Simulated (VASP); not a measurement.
# Cd36S36O (a cell with a defect) in VASP: notebook, part 2 of 2

VASP 6.6.1. The steps go on from the part before.

## 3. Single point, PBE

INCAR

```
SYSTEM = Cd36S36O
  ALGO = Normal
  EDIFF = 1E-6
  ENCUT = 520
  GGA = PE
  GGA_COMPAT = .FALSE.
  ISIF = 2
  ISMEAR = -1
  ISYM = -1
  KPAR = 1
  LASPH = .TRUE.
  LCHARG = .FALSE.
  LREAL = Auto
  LWAVE = .FALSE.
  NBANDS = 369
  NELECT = 656.0
  NELM = 120
  PREC = Accurate
  SIGMA = 0.01
```

KPOINTS

```
explicit points
1
Reciprocal
  0.25000000   0.25000000   0.25000000 1
```

POSCAR

```
Cd36S36O
1.0
   12.4916763700     -0.0000000900      0.0000000000
   -6.2458381100     10.8181091200      0.0000000000
    0.0000000000      0.0000000000     13.5350132800
Cd S O
36 36 1
Direct
    0.2217952638      0.1118958966      0.2594442227
    0.1115563932      0.2229989533     -0.0033702959
    0.2262448734      0.1072699496      0.7473347673
    0.1101480395      0.2238131436      0.5029065623
    0.2224986798      0.4442773655      0.2452760061
    0.1107598987      0.5571671484     -0.0033320987
    0.2205790211      0.4433066783      0.7503935009
    0.1100065473      0.5550768571      0.5025007999
    0.2222076419      0.7761152089      0.2589720400
    0.1212378967      0.8946316684      0.0082267374
    0.2259125797      0.7843710880      0.7472650961
    0.1054941674      0.8870430038      0.5100140545
    0.5577100192      0.1115653426      0.2590307765
    0.4387874812      0.2120849415      0.0084925665
    0.5494449347      0.1079386459      0.7473449631
    0.4467553373      0.2283464710      0.5098181182
    0.5566544289      0.4449423644      0.2450562058
    0.4558078938      0.5619908224     -0.0083479785
    0.5731348925      0.4788323906      0.7592505295
    0.4416626614      0.5555134426      0.4918489448
    0.5562825776      0.7774637838      0.2450986882
    0.4397300704      0.8941968446      0.0072956707
    0.5742772663      0.7595407812      0.7590401123
    0.4464102671      0.8873573869      0.5101561304
    0.8898303216      0.1117085312      0.2455410225
    0.7767461937      0.2233039104     -0.0032138868
    0.8905088833      0.1131125658      0.7504721857
    0.7787545180      0.2238510486      0.5025584282
    0.8895927997      0.4443213714      0.2454691348
    0.7708400270      0.5626599808     -0.0092172056
    0.8907300711      0.4429989592      0.7498962720
    0.7783929985      0.5553788563      0.4923756528
    0.8889738993      0.7771050363      0.2451668817
    0.7727494310      0.8793705040     -0.0074950795
    0.8541756028      0.7598484158      0.7594681134
    0.7783166973      0.8920601524      0.4919941239
    0.2226993669      0.1110292018      0.4469806475
    0.1128824096      0.2210793017      0.1867335442
    0.2225050588      0.1110701516      0.9385396776
    0.1125629584      0.2212167564      0.6905440583
    0.2176915946      0.4428928352      0.4335078864
    0.1127780181      0.5583911147      0.1867525319
    0.2248396877      0.4467900967      0.9393746971
    0.1126872147      0.5577131773      0.6902253294
    0.2227338096      0.7798571753      0.4465731119
    0.1159654665      0.8912879232      0.1962057920
    0.2228551800      0.7794420380      0.9383889574
    0.0976131275      0.8817382874      0.6966621166
    0.5539730890      0.1110442718      0.4466175891
    0.4424760008      0.2177994337      0.1964095598
    0.5544894822      0.1111029697      0.9384513881
    0.4517499505      0.2358897486      0.6965236609
    0.5546388779      0.4438780379      0.4336486325
    0.4444350194      0.5554750810      0.1851626554
    0.5465910423      0.4284404047      0.9492184998
    0.4301804740      0.5484145125      0.6757399354
    0.5545300063      0.7793662420      0.4335841331
    0.4427033971      0.8910901095      0.1955106320
    0.5487606580      0.7861525480      0.9484576583
    0.4511116373      0.8827456753      0.6966920390
    0.8909532976      0.1161127205      0.4337600473
    0.7754612946      0.2210720971      0.1868675669
    0.8876727764      0.1097673417      0.9394618045
    0.7760777121      0.2209664409      0.6902851003
    0.8906839339      0.4431186658      0.4337092900
    0.7784415703      0.5553815370      0.1847370925
    0.8872206324      0.4467600600      0.9389266000
    0.7852788675      0.5480317313      0.6761783539
    0.8899760522      0.7791343188      0.4337538411
    0.7785622465      0.8896411529      0.1856786505
    0.9047244168      0.7870052878      0.9492092645
    0.7855455305      0.9033901361      0.6759631343
    0.6672767518      0.6655469066     -0.1761897052
```

Potentials or basis: VASP PAW PBE potentials, release 64 (Cd, S, O).

Started as:

```
cat potpaw_PBE.64/Cd/POTCAR potpaw_PBE.64/S/POTCAR potpaw_PBE.64/O/POTCAR > POTCAR
mpirun -np 4 vasp_std > vasp.out
```

It took 5.9 min on 4 MPI ranks of Intel Xeon 6975P-C (Granite Rapids), shared host; peak memory 0.76 GiB.

Results (log left out):

- Free energy: -221.5177 eV
- Largest force: 0.133 eV/Å

Forces on the atoms (eV/Å):
```
Cd  -0.005  0.003  0.003
Cd   0.002 -0.002  0.003
Cd   0.003 -0.001 -0.003
Cd  -0.003  0.003 -0.002
Cd  -0.004 -0.003  0.004
Cd   0.000  0.001  0.003
Cd  -0.007 -0.003  0.011
Cd   0.000 -0.005 -0.002
Cd   0.000 -0.006  0.004
Cd   0.009  0.005  0.011
Cd   0.001  0.002 -0.003
Cd   0.002  0.001  0.003
Cd   0.005  0.004  0.003
Cd   0.001 -0.010  0.011
Cd  -0.001 -0.002 -0.002
Cd   0.000 -0.003  0.005
Cd   0.001  0.000 -0.007
Cd  -0.007 -0.003  0.006
Cd  -0.002 -0.103 -0.047
Cd   0.008  0.005 -0.005
Cd   0.000  0.000 -0.005
Cd  -0.010  0.006  0.011
Cd  -0.090  0.052 -0.048
Cd  -0.004  0.002  0.006
Cd   0.000  0.005  0.005
Cd   0.000 -0.001  0.003
Cd  -0.001  0.007  0.009
Cd   0.003  0.003 -0.002
Cd   0.005 -0.002  0.004
Cd   0.004 -0.003  0.007
Cd   0.007 -0.004  0.010
Cd  -0.010  0.005 -0.004
Cd   0.000 -0.001 -0.007
Cd   0.000  0.007  0.005
Cd   0.090  0.054 -0.048
Cd   0.000 -0.009 -0.004
S   -0.001 -0.001 -0.003
S    0.002 -0.002 -0.004
S   -0.002  0.001 -0.008
S    0.005 -0.004  0.004
S   -0.009 -0.003 -0.006
S    0.000  0.001 -0.003
S    0.009  0.007  0.000
S    0.002  0.005  0.006
S   -0.001  0.001 -0.003
S    0.000  0.001 -0.003
S    0.001  0.000 -0.007
S   -0.026 -0.014  0.013
S   -0.001  0.000 -0.004
S    0.001  0.002 -0.001
S    0.004  0.001 -0.008
S   -0.002  0.027  0.013
S    0.000  0.006  0.008
S   -0.002 -0.001 -0.010
S   -0.002 -0.010 -0.011
S    0.014  0.009 -0.001
S    0.004 -0.004  0.006
S    0.001 -0.002 -0.004
S   -0.006  0.003 -0.016
S    0.027 -0.017  0.013
S   -0.001  0.010 -0.005
S   -0.001 -0.001 -0.004
S   -0.002 -0.009  0.001
S   -0.004 -0.004  0.005
S    0.008 -0.005 -0.004
S    0.001 -0.001 -0.012
S   -0.009  0.005  0.002
S   -0.010  0.005 -0.006
S   -0.004 -0.003  0.007
S    0.000  0.000 -0.008
S    0.008  0.005 -0.009
S   -0.003 -0.014 -0.005
O    0.000 -0.002  0.133
```

Levels at points of the mesh, in eV from the Fermi level:
```csv
k point,band 324,band 325,band 326,band 327,band 328,band 329,band 330,band 331,band 332,band 333
"(0.25, 0.25, 0.25)",-1.26,-1.20,-0.45,-0.39,-0.27,1.24,1.78,1.85,2.04,2.34
```

Caveat: the cell carries a net charge on a neutralising background, which shifts energy and pressure; the cell is charged against a uniform background, so pressure and absolute levels hang on convention.
